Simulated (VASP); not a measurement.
# BP (I-4m2) in VASP: notebook, part 2 of 2

VASP 6.6.1.

**4. Single point, PBE (uniaxial z strain +2.0%)**

Input file INCAR:

```
PREC = Accurate
ENCUT = 520
EDIFF = 1E-6
ISMEAR = 0
SIGMA = 0.01
LREAL = F
LASPH = T
NELM = 60
ALGO = Normal
ISIF = 2
LWAVE = F
LCHARG = T
GGA = PE
LELF = T
LVHAR = T
NBANDS = 11
```

Input file KPOINTS:

```
Automatic mesh
0
Gamma
  6 6 6
```

Input file POSCAR:

```
BP
1.0
    0.0000000000      2.2683156689      2.3136819823
    2.2683156689      0.0000000000      2.3136819823
    2.2683156689      2.2683156689      0.0000000000
B P
1 1
Direct
    0.0000000000      0.0000000000      0.0000000000
    0.2500000000      0.2500000000      0.2500000000
```

Potentials or basis: VASP PAW PBE potentials, release 64 (B, P).

Run with:

```bash
cat potpaw_PBE.64/B/POTCAR potpaw_PBE.64/P/POTCAR > POTCAR
mpirun -np 1 vasp_std > vasp.out
```

OUTCAR:

```text
PREC = Accurate
   ENCUT = 520
   EDIFF = 1E-6
   ISMEAR = 0
   LREAL = F
   LASPH = T
   NELM = 60
   ISIF = 2
   GGA = PE

 ion  position               nearest neighbor table
   1  0.000  0.000  0.000-   2 1.98   2 1.98   2 1.98   2 1.98
   2  0.250  0.250  0.250-   1 1.98   1 1.98   1 1.98   1 1.98

  LATTYP: Found a body centered tetragonal cell.
 ALAT       =     3.2078827827
 C/A-ratio  =     1.4424978336

  Lattice vectors:

 A1 = (  -2.2683156689,   0.0000000000,   2.3136819823)
 A2 = (   2.2683156689,   0.0000000000,   2.3136819823)
 A3 = (   0.0000000000,   2.2683156689,  -2.3136819823)

Analysis of symmetry for initial positions (statically):
=====================================================================
 Subroutine PRICEL returns:
 Original cell was already a primitive cell.

 Routine SETGRP: Setting up the symmetry group for a
 body centered tetragonal supercell.

 Subroutine GETGRP returns: Found  8 space group operations
 (whereof  8 operations were pure point group operations)
 out of a pool of 16 trial point group operations.

The static configuration has the point symmetry D_2d.

Analysis of symmetry for dynamics (positions and initial velocities):
=====================================================================
 Subroutine PRICEL returns:
 Original cell was already a primitive cell.

 Routine SETGRP: Setting up the symmetry group for a
 body centered tetragonal supercell.

 Subroutine GETGRP returns: Found  8 space group operations
 (whereof  8 operations were pure point group operations)
 out of a pool of 16 trial point group operations.

The dynamic configuration has the point symmetry D_2d.

 Subroutine INISYM returns: Found  8 space group operations
 (whereof  8 operations are pure point group operations),
 and found     1 'primitive' translations

----------------------------------------------------------------------------------------

                                     Primitive cell

  volume of cell :      23.8090

  direct lattice vectors                    reciprocal lattice vectors
     0.000000000  2.268315669  2.313681982    -0.220427874  0.220427874  0.216105759
     2.268315669  0.000000000  2.313681982     0.220427874 -0.220427874  0.216105759
     2.268315669  2.268315669  0.000000000     0.220427874  0.220427874 -0.216105759

  length of vectors
     3.240120413  3.240120413  3.207882783     0.379313319  0.379313319  0.379313319

  position of ions in fractional coordinates (direct lattice)
     0.000000000  0.000000000  0.000000000
     0.250000000  0.250000000  0.250000000

  ion indices of the primitive-cell ions
   primitive index   ion index
                 1           1
                 2           2

----------------------------------------------------------------------------------------

 KPOINTS: Automatic mesh

Automatic generation of k-mesh.
 Grid dimensions read from file:
 generate k-points for:    6    6    6

 Generating k-lattice:

  Cartesian coordinates                     Fractional coordinates (reciprocal lattice)
    -0.036737979  0.036737979  0.036017626     0.166666667  0.000000000  0.000000000
     0.036737979 -0.036737979  0.036017626     0.000000000  0.166666667  0.000000000
     0.036737979  0.036737979 -0.036017626     0.000000000  0.000000000  0.166666667

  Length of vectors
     0.063218887  0.063218887  0.063218887

  Shift w.r.t. Gamma in fractional coordinates (k-lattice)
     0.000000000  0.000000000  0.000000000

 Subroutine IBZKPT returns following result:
 ===========================================

 Found     30 irreducible k-points:

 Following reciprocal coordinates:
            Coordinates               Weight
  0.000000  0.000000  0.000000      1.000000
  0.166667  0.000000  0.000000      8.000000
  0.333333  0.000000  0.000000      8.000000
  0.500000  0.000000  0.000000      4.000000
  0.166667  0.166667  0.000000      2.000000
  0.333333  0.166667  0.000000      8.000000
[... 16 lines left out ...]
  0.333333  0.000000  0.333333      4.000000
  0.500000  0.000000  0.333333     16.000000
 [... further k-points ...]
   k-points           NKPTS =     30   k-points in BZ     NKDIM =     30   number of bands    NBANDS=     11
   number of dos      NEDOS =    301   number of ions     NIONS =      2
   total plane-waves  NPLWV =  13824
   dimension x,y,z NGX =    24 NGY =   24 NGZ =   24
   dimension x,y,z NGXF=    48 NGYF=   48 NGZF=   48
   ions per type =               1   1
   NGX,Y,Z   is equivalent  to a cutoff of  12.31, 12.31, 12.44 a.u.
   NGXF,Y,Z  is equivalent  to a cutoff of  24.63, 24.63, 24.88 a.u.
 SYSTEM =  unknown system
   PREC   = accura    normal or accurate (medium, high low for compatibility)
   ISTART =      0    job   : 0-new  1-cont  2-samecut
   ICHARG =      2    charge: 1-file 2-atom 10-const
   ISPIN  =      1    spin polarized calculation?
   LNONCOLLINEAR =      F non collinear calculations
   LSORBIT =      F    spin-orbit coupling
   LASPH  =      T    aspherical Exc in radial PAW
   ENCUT  =  520.0 eV  38.22 Ry    6.18 a.u.   6.02  6.02  5.96*2*pi/ulx,y,z
   NELM   =     60;   NELMIN=  2; NELMDL= -5     # of ELM steps
   EDIFF  = 0.1E-05   stopping-criterion for ELM
   LREAL  =      F    real-space projection
   EDIFFG = 0.1E-04   stopping-criterion for IOM
   NSW    =      0    number of steps for IOM
   IBRION =     -1    ionic relax: 0-MD 1-quasi-New 2-CG
   NFREE  =      0    steps in history (QN), initial steepest desc. (CG)
   ISIF   =      2    stress and relaxation
   ISYM   =      2    0-nonsym 1-usesym 2-fastsym
   POTIM  = 0.5000    time-step for ionic-motion
   TEBEG  =    0.0;   TEEND  =   0.0 temperature during run
   PSTRESS=    0.0 pullay stress
   NELECT =       8.0000    total number of electrons
   NUPDOWN=      -1.0000    fix difference up-down
   EMIN   =  10.00;   EMAX   =-10.00  energy-range for DOS
   EFERMI =   0.00;   METHOD = LEGACY
   ISMEAR =     0;   SIGMA  =   0.01  broadening in eV -4-tet -1-fermi 0-gaus
   EFERMI_NEDOS =   21; number of points for ismear=-14 and -15
   IALGO  =     38    algorithm
   IMIX   =      4    mixing-type and parameters
     AMIX     =   0.40;   BMIX     =  1.00
     AMIX_MAG =   1.60;   BMIX_MAG =  1.00
  volume/ion in A,a.u.               =      11.90        80.34
  Fermi-wavevector in a.u.,A,eV,Ry     =   1.138128  2.150751 17.624121  1.295336
  Thomas-Fermi vector in A             =   2.274833
   LORBIT       =      0    0 simple, 1 ext, 2 COOP (PROOUT), +10 PAW based schemes
   GGA     = PE    functional components
   LHFCALC =     F    Hartree Fock is set to
   AEXX    =    0.0000 exact exchange contribution
   IVDW    =     0    specifies the selected vdW correction
   LEPSILON=     F    determine dielectric tensor
   LRPA    =     F    only Hartree local field effects (RPA)
 non-spin polarized calculation
 Gauss-broadening in eV      SIGMA  =   0.01
  energy-cutoff  :      520.00
  volume of cell :       23.81
 maximum number of plane-waves:       654
   NGX = 13   NGY = 13   NGZ = 11

 number of electron       8.0000000 magnetization

 Free energy of the ion-electron system (eV)
  ---------------------------------------------------
  ext. energy  EPLUGINS =         0.00000000
  ---------------------------------------------------
  free energy    TOTEN  =       -12.90697054 eV

  energy without entropy =      -12.90697054  energy(sigma->0) =      -12.90697054

 E-fermi :   7.3243     XC(G=0): -10.8236

 val. band max:        7.2830116178   @ k =   0.0000   0.0000   0.0000
 cond. band min:       8.5129531740   @ k =   0.5000   0.0000   0.5000
 fundamental gap:      1.2299415563
 Fermi energy:         7.3243195773

 k-point     1 :       0.0000    0.0000    0.0000
  band No.  band energies     occupation
      1      -8.0775      2.00000
      2       7.0865      2.00000
      3       7.2830      2.00000
      4       7.2830      2.00000
      5      10.5534      0.00000
      6      10.5534      0.00000
      7      10.6647      0.00000
      8      14.2990      0.00000
      9      18.6023      0.00000
     10      19.0236      0.00000
     11      19.5474      0.00000
[... 309 lines left out ...]
 k-point    24 :       0.5000    0.0000    0.3333
  band No.  band energies     occupation
      1      -4.0037      2.00000
      2      -0.2351      2.00000
      3       2.1292      2.00000
      4       3.5249      2.00000
      5       9.0792      0.00000
      6      11.2627      0.00000
      7      16.8997      0.00000
      8      17.4516      0.00000
      9      20.8198      0.00000
     10      22.2711      0.00000
     11      24.5804      0.00000

 [... further k-points ...]
[... 5 lines left out ...]
  --------------------------------------------------------------------------------------
  -------------------------------------------------------------------------------------
  Total       -0.0337658     -0.0337658     -0.8253970      0.0000000      0.0000000      0.0000000
  in kB       -2.2721995     -2.2721995    -55.5434483      0.0000000      0.0000000      0.0000000
  external PRESSURE =     -20.0292824 kB  Pullay stress =       0.0000000 kB

 VOLUME and BASIS-vectors are now :
 -----------------------------------------------------------------------------
  energy-cutoff  :      520.00
  volume of cell :       23.81
      direct lattice vectors                 reciprocal lattice vectors
     0.000000000  2.268315669  2.313681982    -0.220427874  0.220427874  0.216105759
     2.268315669  0.000000000  2.313681982     0.220427874 -0.220427874  0.216105759
     2.268315669  2.268315669  0.000000000     0.220427874  0.220427874 -0.216105759

 POSITION                                       TOTAL-FORCE (eV/Angst)
 -----------------------------------------------------------------------------------
      0.00000      0.00000      0.00000         0.000000      0.000000      0.000000
      1.13416      1.13416      1.15684        -0.000000     -0.000000     -0.000000
 -----------------------------------------------------------------------------------
    total drift:                                0.000000      0.000000      0.000000

  FREE ENERGIE OF THE ION-ELECTRON SYSTEM (eV)
  ---------------------------------------------------
  free  energy   TOTEN  =       -12.9069705449 eV

  energy  without entropy=      -12.9069705449  energy(sigma->0) =      -12.90697054
```

stdout:

```text
POSCAR found type information on POSCAR B P
 POSCAR found :  2 types and       2 ions
 scaLAPACK will be used
 LDA part: xc-table for (Slater+PW92), standard interpolation
 POSCAR, INCAR and KPOINTS ok, starting setup
 FFT: planning ... GRIDC
 FFT: planning ... GRID_SOFT
 FFT: planning ... GRID
 WAVECAR not read
 entering main loop
```

It took 5.5 s on 1 thread of AMD EPYC 7R13 (Zen 3), shared host; peak memory 0.1 GiB.

What came out:

```
Free energy            : -12.9070 eV
Pressure               : -2.0 GPa
Band gap on the k mesh : 1.23 eV, indirect (least direct gap 3.27 eV)
```

Caveat: the cell differs from its parent crystal (uniaxial z strain +2.0%). A k mesh can miss the band edges.

**5. Single point, PBE (uniaxial z strain +3.0%)**

Input file INCAR:

```
  PREC = Accurate
  ENCUT = 520
  EDIFF = 1E-6
  ISMEAR = 0
  SIGMA = 0.01
  LREAL = False
  LASPH = True
  NELM = 80
  ALGO = Normal
  ISIF = 2
  LWAVE = False
  LCHARG = False
  GGA = PE
  NBANDS = 11
```

KPOINTS is that of step 4.

Input file POSCAR:

```
BP
1.0
    0.0000000000      2.2683156689      2.3363651390
    2.2683156689      0.0000000000      2.3363651390
    2.2683156689      2.2683156689      0.0000000000
B P
1 1
Direct
    0.0000000000      0.0000000000      0.0000000000
    0.2500000000      0.2500000000      0.2500000000
```

Potentials or basis: VASP PAW PBE potentials, release 64 (B, P).

Run with:

```bash
cat potpaw_PBE.64/B/POTCAR potpaw_PBE.64/P/POTCAR > POTCAR
mpirun -np 1 vasp_std > vasp.out
```

OUTCAR:

```text
PREC = Accurate
   ENCUT = 520
   EDIFF = 1E-6
   ISMEAR = 0
   LREAL = False
   LASPH = True
   NELM = 80
   ISIF = 2
   GGA = PE

 ion  position               nearest neighbor table
   1  0.000  0.000  0.000-   2 1.98   2 1.98   2 1.98   2 1.98
   2  0.250  0.250  0.250-   1 1.98   1 1.98   1 1.98   1 1.98

  LATTYP: Found a body centered tetragonal cell.
 ALAT       =     3.2078827827
 C/A-ratio  =     1.4566399693

  Lattice vectors:

 A1 = (  -2.2683156689,   0.0000000000,   2.3363651390)
 A2 = (   2.2683156689,   0.0000000000,   2.3363651390)
 A3 = (   0.0000000000,   2.2683156689,  -2.3363651390)

Analysis of symmetry for initial positions (statically):
=====================================================================
 Subroutine PRICEL returns:
 Original cell was already a primitive cell.

 Routine SETGRP: Setting up the symmetry group for a
 body centered tetragonal supercell.

 Subroutine GETGRP returns: Found  8 space group operations
 (whereof  8 operations were pure point group operations)
 out of a pool of 16 trial point group operations.

The static configuration has the point symmetry D_2d.

Analysis of symmetry for dynamics (positions and initial velocities):
=====================================================================
 Subroutine PRICEL returns:
 Original cell was already a primitive cell.

 Routine SETGRP: Setting up the symmetry group for a
 body centered tetragonal supercell.

 Subroutine GETGRP returns: Found  8 space group operations
 (whereof  8 operations were pure point group operations)
 out of a pool of 16 trial point group operations.

The dynamic configuration has the point symmetry D_2d.

 Subroutine INISYM returns: Found  8 space group operations
 (whereof  8 operations are pure point group operations),
 and found     1 'primitive' translations

----------------------------------------------------------------------------------------

[... 119 lines left out ...]
   AEXX    =    0.0000 exact exchange contribution
   IVDW    =     0    specifies the selected vdW correction
   LEPSILON=     F    determine dielectric tensor
   LRPA    =     F    only Hartree local field effects (RPA)
 non-spin polarized calculation
 Gauss-broadening in eV      SIGMA  =   0.01
  energy-cutoff  :      520.00
  volume of cell :       24.04
 maximum number of plane-waves:       658
   NGX = 13   NGY = 13   NGZ = 11

 number of electron       7.9999999 magnetization

 Free energy of the ion-electron system (eV)
  ---------------------------------------------------
  ext. energy  EPLUGINS =         0.00000000
  ---------------------------------------------------
  free energy    TOTEN  =       -12.89661333 eV

  energy without entropy =      -12.89661333  energy(sigma->0) =      -12.89661333

 E-fermi :   7.3177     XC(G=0): -10.7824

 val. band max:        7.2031968008   @ k =   0.0000   0.0000   0.0000
 cond. band min:       8.3859083608   @ k =   0.5000   0.0000   0.5000
 fundamental gap:      1.1827115600
 Fermi energy:         7.3177385070

 k-point     1 :       0.0000    0.0000    0.0000
  band No.  band energies     occupation
      1      -8.1048      2.00000
      2       6.9081      2.00000
      3       7.2032      2.00000
      4       7.2032      2.00000
      5      10.4116      0.00000
      6      10.4116      0.00000
      7      10.5773      0.00000
      8      14.0310      0.00000
      9      18.4239      0.00000
     10      18.7526      0.00000
     11      19.5329      0.00000
[... 309 lines left out ...]
 k-point    24 :       0.5000   -0.0000    0.3333
  band No.  band energies     occupation
      1      -4.0501      2.00000
      2      -0.2948      2.00000
      3       2.0607      2.00000
      4       3.4138      2.00000
      5       8.9409      0.00000
      6      11.0971      0.00000
      7      16.5965      0.00000
      8      17.3743      0.00000
      9      20.5899      0.00000
     10      22.1442      0.00000
     11      24.2995      0.00000

 [... further k-points ...]

------------------------ aborting loop because EDIFF is reached ----------------------------------------

  FORCE on cell =-STRESS in cart. coord.  units (eV):
  Direction    XX          YY          ZZ          XY          YZ          ZX
  --------------------------------------------------------------------------------------
  -------------------------------------------------------------------------------------
  Total       -0.1235090     -0.1235090     -1.3220754      0.0000000      0.0000000      0.0000000
  in kB       -8.2306006     -8.2306006    -88.1026784      0.0000000      0.0000000      0.0000000
  external PRESSURE =     -34.8546266 kB  Pullay stress =       0.0000000 kB

 VOLUME and BASIS-vectors are now :
 -----------------------------------------------------------------------------
  energy-cutoff  :      520.00
  volume of cell :       24.04
      direct lattice vectors                 reciprocal lattice vectors
     0.000000000  2.268315669  2.336365139    -0.220427874  0.220427874  0.214007644
     2.268315669  0.000000000  2.336365139     0.220427874 -0.220427874  0.214007644
     2.268315669  2.268315669  0.000000000     0.220427874  0.220427874 -0.214007644

 POSITION                                       TOTAL-FORCE (eV/Angst)
 -----------------------------------------------------------------------------------
      0.00000      0.00000      0.00000        -0.000000     -0.000000     -0.000000
      1.13416      1.13416      1.16818         0.000000      0.000000      0.000000
 -----------------------------------------------------------------------------------
    total drift:                                0.000000      0.000000      0.000000

  FREE ENERGIE OF THE ION-ELECTRON SYSTEM (eV)
  ---------------------------------------------------
  free  energy   TOTEN  =       -12.8966133288 eV

  energy  without entropy=      -12.8966133288  energy(sigma->0) =      -12.89661333
```

stdout:

```text
POSCAR found type information on POSCAR B P
 POSCAR found :  2 types and       2 ions
 scaLAPACK will be used
 LDA part: xc-table for (Slater+PW92), standard interpolation
 POSCAR, INCAR and KPOINTS ok, starting setup
 FFT: planning ... GRIDC
 FFT: planning ... GRID_SOFT
 FFT: planning ... GRID
 WAVECAR not read
 entering main loop
```

Wall time 5.2 s (1 thread of AMD EPYC 7R13 (Zen 3), shared host); peak memory 0.1 GiB.

What came out:

```yaml
Free_energy: -12.8966 eV
Pressure: -3.5 GPa
Band_gap_on_the_k_mesh: 1.18 eV, indirect (least direct gap 3.21 eV)
```

Caveat: the cell differs from its parent crystal (uniaxial z strain +3.0%). A k mesh can miss the band edges.

**6. The runs side by side**

```tsv
cell	gap on the mesh (eV)	pressure (GPa)
a = 3.192, b = 3.192, c = 3.208 Å, angles 59.8, 59.8, 60.3°, 2 atoms	1.17	2.9
a = 3.224, b = 3.224, c = 3.208 Å, angles 60.2, 60.2, 59.7°, 2 atoms	1.28	-0.4
a = 3.240, b = 3.240, c = 3.208 Å, angles 60.3, 60.3, 59.3°, 2 atoms	1.23	-2.0
a = 3.256, b = 3.256, c = 3.208 Å, angles 60.5, 60.5, 59.0°, 2 atoms	1.18	-3.5
```

Alike in all rows: task single point; level PBE; potentials or basis VASP PAW PBE potentials, release 64 (B, P); no spin polarisation; k mesh 6 × 6 × 6; cutoff (eV) 520; smearing gaussian 0.01 eV.

Absolute energies hang on the potentials; compare differences alone.
